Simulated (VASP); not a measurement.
# Ti4C in VASP: single point with PBEsol

Aim: the single point of Ti4C with PBEsol.

Program: VASP 6.6.1. These are calculated values, not measurements. Logs are shortened: lines on timing, memory, paths and dates and some standing lists are left out, and cuts for length are marked.

## Step 1: The cell of the first run

The cell holds a slab with vacuum, 5 atoms: a = 2.868 Å, b = 2.868 Å, c = 25.084 Å, α = 90.00°, β = 90.00°, γ = 90.00°.

## Step 2: Single point, PBEsol

The input, INCAR:

```
  PREC = Accurate
  ENCUT = 520
  EDIFF = 1E-6
  ISMEAR = 0
  SIGMA = 0.1
  LREAL = F
  LASPH = T
  NELM = 80
  ALGO = Normal
  ISIF = 2
  LWAVE = F
  LCHARG = F
  LDIPOL = T
  IDIPOL = 3
  DIPOL = 0.5 0.5 0.502
  GGA = PS
  NBANDS = 34
```

The input, KPOINTS:

```
Automatic mesh
0
Gamma
  10 10 1
```

The input, POSCAR:

```
Ti4C
1.0
    2.8679135958      0.0000000000      0.0000000000
    0.0000000000      2.8679135958      0.0000000000
    0.0000000000      0.0000000000     25.0837634544
Ti C
4 1
Direct
    0.5000000000      0.5000000000      0.3388646212
    0.0000000000      0.0000000000      0.4197105897
    0.5000000000      0.5000000000      0.5019651406
    0.0000000000      0.0000000000      0.5855521509
    0.0000000000      0.0000000000      0.6619133482
```

Potentials or basis: VASP PAW PBE potentials, release 64 (Ti_sv, C).

Run with:

```
$ cat potpaw_PBE.64/Ti_sv/POTCAR potpaw_PBE.64/C/POTCAR > POTCAR
$ mpirun -np 1 vasp_std > vasp.out
```

OUTCAR:

```text
PREC = Accurate
   ENCUT = 520
   EDIFF = 1E-6
   ISMEAR = 0
   LREAL = F
   LASPH = T
   NELM = 80
   ISIF = 2
   GGA = PS

 ion  position               nearest neighbor table
   1  0.500  0.500  0.339-   2 2.87   2 2.87   2 2.87   2 2.87
   2  0.000  0.000  0.420-   1 2.87   1 2.87   1 2.87   1 2.87   3 2.89   3 2.89   3 2.89   3 2.89

   3  0.500  0.500  0.502-   2 2.89   2 2.89   2 2.89   2 2.89   4 2.92   4 2.92   4 2.92   4 2.92

   4  0.000  0.000  0.586-   5 1.92   3 2.92   3 2.92   3 2.92   3 2.92
   5  0.000  0.000  0.662-   4 1.92

  LATTYP: Found a simple tetragonal cell.
 ALAT       =     2.8679135958
 C/A-ratio  =     8.7463455981

  Lattice vectors:

 A1 = (   2.8679135958,   0.0000000000,   0.0000000000)
 A2 = (   0.0000000000,   2.8679135958,   0.0000000000)
 A3 = (   0.0000000000,   0.0000000000,  25.0837634544)

Analysis of symmetry for initial positions (statically):
=====================================================================
 Subroutine PRICEL returns:
 Original cell was already a primitive cell.

 Routine SETGRP: Setting up the symmetry group for a
 simple tetragonal supercell.

 Subroutine GETGRP returns: Found  8 space group operations
 (whereof  8 operations were pure point group operations)
 out of a pool of 16 trial point group operations.

The static configuration has the point symmetry C_4v.

Analysis of symmetry for dynamics (positions and initial velocities):
=====================================================================
 Subroutine PRICEL returns:
 Original cell was already a primitive cell.

 Routine SETGRP: Setting up the symmetry group for a
 simple tetragonal supercell.

 Subroutine GETGRP returns: Found  8 space group operations
 (whereof  8 operations were pure point group operations)
 out of a pool of 16 trial point group operations.

The dynamic configuration has the point symmetry C_4v.

 Subroutine INISYM returns: Found  8 space group operations
 (whereof  8 operations are pure point group operations),
 and found     1 'primitive' translations

----------------------------------------------------------------------------------------

                                     Primitive cell

  volume of cell :     206.3122

  direct lattice vectors                    reciprocal lattice vectors
     2.867913596  0.000000000  0.000000000     0.348685540  0.000000000  0.000000000
     0.000000000  2.867913596  0.000000000     0.000000000  0.348685540  0.000000000
     0.000000000  0.000000000 25.083763454     0.000000000  0.000000000  0.039866426

  length of vectors
     2.867913596  2.867913596 25.083763454     0.348685540  0.348685540  0.039866426

  position of ions in fractional coordinates (direct lattice)
     0.500000000  0.500000000  0.338864621
     0.000000000  0.000000000  0.419710590
     0.500000000  0.500000000  0.501965141
     0.000000000  0.000000000  0.585552151
     0.000000000  0.000000000  0.661913348

  ion indices of the primitive-cell ions
   primitive index   ion index
                 1           1
                 2           2
                 3           3
                 4           4
                 5           5

----------------------------------------------------------------------------------------

 KPOINTS: Automatic mesh

Automatic generation of k-mesh.
 Grid dimensions read from file:
 generate k-points for:   10   10    1

 Generating k-lattice:

  Cartesian coordinates                     Fractional coordinates (reciprocal lattice)
     0.034868554  0.000000000  0.000000000     0.100000000  0.000000000  0.000000000
     0.000000000  0.034868554  0.000000000     0.000000000  0.100000000  0.000000000
     0.000000000  0.000000000  0.039866426     0.000000000  0.000000000  1.000000000

  Length of vectors
     0.034868554  0.034868554  0.039866426

  Shift w.r.t. Gamma in fractional coordinates (k-lattice)
     0.000000000  0.000000000  0.000000000

 Subroutine IBZKPT returns following result:
 ===========================================

 Found     21 irreducible k-points:

 Following reciprocal coordinates:
            Coordinates               Weight
  0.000000  0.000000  0.000000      1.000000
  0.100000  0.000000  0.000000      4.000000
  0.200000  0.000000  0.000000      4.000000
  0.300000  0.000000  0.000000      4.000000
  0.400000  0.000000  0.000000      4.000000
  0.500000  0.000000  0.000000      2.000000
[... 13 lines left out ...]
  0.500000  0.400000  0.000000      4.000000
  0.500000  0.500000  0.000000      1.000000
   k-points           NKPTS =     21   k-points in BZ     NKDIM =     21   number of bands    NBANDS=     34
   number of dos      NEDOS =    301   number of ions     NIONS =      5
   total plane-waves  NPLWV = 110592
   dimension x,y,z NGX =    24 NGY =   24 NGZ =  192
   dimension x,y,z NGXF=    48 NGYF=   48 NGZF=  384
   ions per type =               4   1
   NGX,Y,Z   is equivalent  to a cutoff of  13.91, 13.91, 12.73 a.u.
   NGXF,Y,Z  is equivalent  to a cutoff of  27.82, 27.82, 25.45 a.u.
 SYSTEM =  unknown system
   PREC   = accura    normal or accurate (medium, high low for compatibility)
   ISTART =      0    job   : 0-new  1-cont  2-samecut
   ICHARG =      2    charge: 1-file 2-atom 10-const
   ISPIN  =      1    spin polarized calculation?
   LNONCOLLINEAR =      F non collinear calculations
   LSORBIT =      F    spin-orbit coupling
   LASPH  =      T    aspherical Exc in radial PAW
   ENCUT  =  520.0 eV  38.22 Ry    6.18 a.u.   5.33  5.33 46.64*2*pi/ulx,y,z
   NELM   =     80;   NELMIN=  2; NELMDL= -5     # of ELM steps
   EDIFF  = 0.1E-05   stopping-criterion for ELM
   LREAL  =      F    real-space projection
   EDIFFG = 0.1E-04   stopping-criterion for IOM
   NSW    =      0    number of steps for IOM
   IBRION =     -1    ionic relax: 0-MD 1-quasi-New 2-CG
   NFREE  =      0    steps in history (QN), initial steepest desc. (CG)
   ISIF   =      2    stress and relaxation
   ISYM   =      2    0-nonsym 1-usesym 2-fastsym
   POTIM  = 0.5000    time-step for ionic-motion
   TEBEG  =    0.0;   TEEND  =   0.0 temperature during run
   PSTRESS=    0.0 pullay stress
   NELECT =      52.0000    total number of electrons
   NUPDOWN=      -1.0000    fix difference up-down
   EMIN   =  10.00;   EMAX   =-10.00  energy-range for DOS
   EFERMI =   0.00;   METHOD = LEGACY
   ISMEAR =     0;   SIGMA  =   0.10  broadening in eV -4-tet -1-fermi 0-gaus
   EFERMI_NEDOS =   21; number of points for ismear=-14 and -15
   IALGO  =     38    algorithm
   IMIX   =      4    mixing-type and parameters
     AMIX     =   0.40;   BMIX     =  1.00
     AMIX_MAG =   1.60;   BMIX_MAG =  1.00
  volume/ion in A,a.u.               =      41.26       278.45
  Fermi-wavevector in a.u.,A,eV,Ry     =   1.034112  1.954189 14.549908  1.069388
  Thomas-Fermi vector in A             =   2.168392
   LORBIT       =      0    0 simple, 1 ext, 2 COOP (PROOUT), +10 PAW based schemes
   GGA     = PS    functional components
   LHFCALC =     F    Hartree Fock is set to
   AEXX    =    0.0000 exact exchange contribution
   IVDW    =     0    specifies the selected vdW correction
   LEPSILON=     F    determine dielectric tensor
   LRPA    =     F    only Hartree local field effects (RPA)
 non-spin polarized calculation
 Gauss-broadening in eV      SIGMA  =   0.10
  energy-cutoff  :      520.00
  volume of cell :      206.31
 maximum number of plane-waves:      5597
 NGX is ok and might be reduce to    24
   NGX = 11   NGY = 11   NGZ = 93

 dipolmoment           0.000000      0.000000     -0.050779 electrons x Angstroem

 number of electron      52.0000004 magnetization

 dipolmoment           0.000000      0.000000      0.131363 electrons x Angstroem

 Free energy of the ion-electron system (eV)
  ---------------------------------------------------
  ext. energy  EPLUGINS =         0.00000000
  ---------------------------------------------------
  free energy    TOTEN  =       -36.23275702 eV

  energy without entropy =      -36.17076637  energy(sigma->0) =      -36.20176170

 E-fermi :  -0.4816     XC(G=0):  -5.2425

 val. band max:       -0.4904341798   @ k =   0.2000   0.1000   0.0000
 cond. band min:      -0.4638172981   @ k =   0.2000   0.2000   0.0000
 fundamental gap:      0.0266168818
 Fermi energy:        -0.4815708375

 k-point     1 :       0.0000    0.0000    0.0000
  band No.  band energies     occupation
      1     -57.0646      2.00000
      2     -56.8763      2.00000
      3     -56.7775      2.00000
      4     -56.5870      2.00000
      5     -33.5777      2.00000
      6     -33.3285      2.00000
[... 26 lines left out ...]
     33       1.4436      0.00000
     34       1.7099      0.00000

 k-point     2 :       0.1000    0.0000    0.0000
  band No.  band energies     occupation
      1     -57.0591      2.00000
      2     -56.8698      2.00000
      3     -56.7749      2.00000
      4     -56.5829      2.00000
      5     -33.5693      2.00000
      6     -33.3342      2.00000
[... 26 lines left out ...]
     33       1.0613      0.00000
     34       1.6025      0.00000

 k-point     3 :       0.2000    0.0000    0.0000
  band No.  band energies     occupation
      1     -57.0447      2.00000
      2     -56.8521      2.00000
      3     -56.7688      2.00000
      4     -56.5722      2.00000
      5     -33.5517      2.00000
      6     -33.3789      2.00000
[... 26 lines left out ...]
     33       1.0091      0.00000
     34       1.3320      0.00000
[... 593 lines left out ...]
 k-point    20 :       0.5000    0.4000    0.0000
  band No.  band energies     occupation
      1     -56.9643      2.00000
      2     -56.7538      2.00000
      3     -56.7181      2.00000
      4     -56.5009      2.00000
      5     -33.5563      2.00000
      6     -33.5353      2.00000
[... 26 lines left out ...]
     33       2.2566      0.00000
     34       2.4600      0.00000

 k-point    21 :       0.5000    0.5000    0.0000
  band No.  band energies     occupation
      1     -56.9598      2.00000
      2     -56.7492      2.00000
      3     -56.7135      2.00000
      4     -56.4963      2.00000
      5     -33.5613      2.00000
      6     -33.5613      2.00000
[... 26 lines left out ...]
     33       2.5369      0.00000
     34       2.5495      0.00000

------------------------ aborting loop because EDIFF is reached ----------------------------------------

 vacuum level on the upper side and lower side of the slab       (xc-potential included)         1.258        -1.521

  FORCE on cell =-STRESS in cart. coord.  units (eV):
  Direction    XX          YY          ZZ          XY          YZ          ZX
  --------------------------------------------------------------------------------------
  -------------------------------------------------------------------------------------
  Total       -4.1806707     -4.1806707     -1.5594279      0.0000000      0.0000000      0.0000000
  in kB      -32.4662196    -32.4662196    -12.1101928      0.0000000      0.0000000      0.0000000
  external PRESSURE =     -25.6808773 kB  Pullay stress =       0.0000000 kB

 VOLUME and BASIS-vectors are now :
 -----------------------------------------------------------------------------
  energy-cutoff  :      520.00
  volume of cell :      206.31
      direct lattice vectors                 reciprocal lattice vectors
     2.867913596  0.000000000  0.000000000     0.348685540  0.000000000  0.000000000
     0.000000000  2.867913596  0.000000000     0.000000000  0.348685540  0.000000000
     0.000000000  0.000000000 25.083763454     0.000000000  0.000000000  0.039866426

 POSITION                                       TOTAL-FORCE (eV/Angst)
 -----------------------------------------------------------------------------------
      1.43396      1.43396      8.50000         0.000000     -0.000000      0.744266
      0.00000      0.00000     10.52792        -0.000000     -0.000000     -0.723319
      1.43396      1.43396     12.59117        -0.000000      0.000000      0.002752
      0.00000      0.00000     14.68785        -0.000000     -0.000000     -0.055807
      0.00000      0.00000     16.60328        -0.000000     -0.000000      0.032107
 -----------------------------------------------------------------------------------
    total drift:                                0.000000     -0.000000      0.000108

  FREE ENERGIE OF THE ION-ELECTRON SYSTEM (eV)
  ---------------------------------------------------
  free  energy   TOTEN  =       -36.2327570247 eV

  energy  without entropy=      -36.1707663654  energy(sigma->0) =      -36.20176170

 vacuum level on the upper side and lower side of the slab         6.420         3.536
```

Wall time 4.1 min (1 thread of Intel Xeon 8259CL, shared host); peak memory 0.36 GiB.

Results:

| Item | Value |
| --- | --- |
| Free energy | -36.2328 eV |
| Largest force | 0.744 eV/Å |
| Band gap on the k mesh | zero (bands 26 and 27 overlap by 0.53 eV) |

Forces in eV/Å, atoms in the order of the input:
```
Ti   0.000  0.000  0.744
Ti   0.000  0.000 -0.723
Ti   0.000  0.000  0.003
Ti   0.000  0.000 -0.056
C    0.000  0.000  0.032
```

Caveat: the PAW data sets were made with another functional, which shifts forces and pressure a little.

The gap in the log of VASP goes by the Fermi energy; the results here count the filled bands.